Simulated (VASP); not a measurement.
Runs of VASP 6.6.1 on PbS (Galena). It takes space group Fm-3m (No. 225, cubic). The conventional cell has a = 5.941 Å, b = 5.941 Å, c = 5.941 Å, α = 90.00°, β = 90.00°, γ = 90.00°. Within 3.9 Å of Pb (site symmetry m-3m) lie 6 S at 2.97 Å. Within 3.9 Å of S (site symmetry m-3m) lie 6 Pb at 2.97 Å. 

```tsv
level	k mesh	grid for exact exchange (PRECFOCK)	screening parameter	share of exact exchange	gap on the mesh (eV)	pressure (GPa)
PBE	6 × 6 × 6	-	-	-	(c)	(a)
HSE06	4 × 4 × 4	Normal	0.2079 1/Å	-	0.82	0.8
r2SCAN50	4 × 4 × 4	Normal	-	-	2.77	-0.2
PBE-based global hybrid	4 × 4 × 4	Normal	-	0.4	2.21	(b)
PBE-based global hybrid	4 × 4 × 4	Normal	-	0.1	0.82	1.4
HSE06	3 × 3 × 3	Normal	0.2079 1/Å	-	-	-0.4
```

Alike in all rows: task single point; potentials or basis VASP PAW PBE potentials, release 64 (Pb_d, S); no spin polarisation; cell as given; cutoff (eV) 520; smearing gaussian 0.01 eV.

Task: Estimate the missing entries.

Result: (a) 1.8; (b) 0.0; (c) 0.38.

Caveats: some runs use coarse meshes; spin-orbit coupling is left out, which moves the levels of the heavy elements; the PAW data sets were made with another functional, which shifts forces and pressure a little (some runs).

A k mesh can miss the band edges, and the runs leave out spin-orbit coupling on Pb.
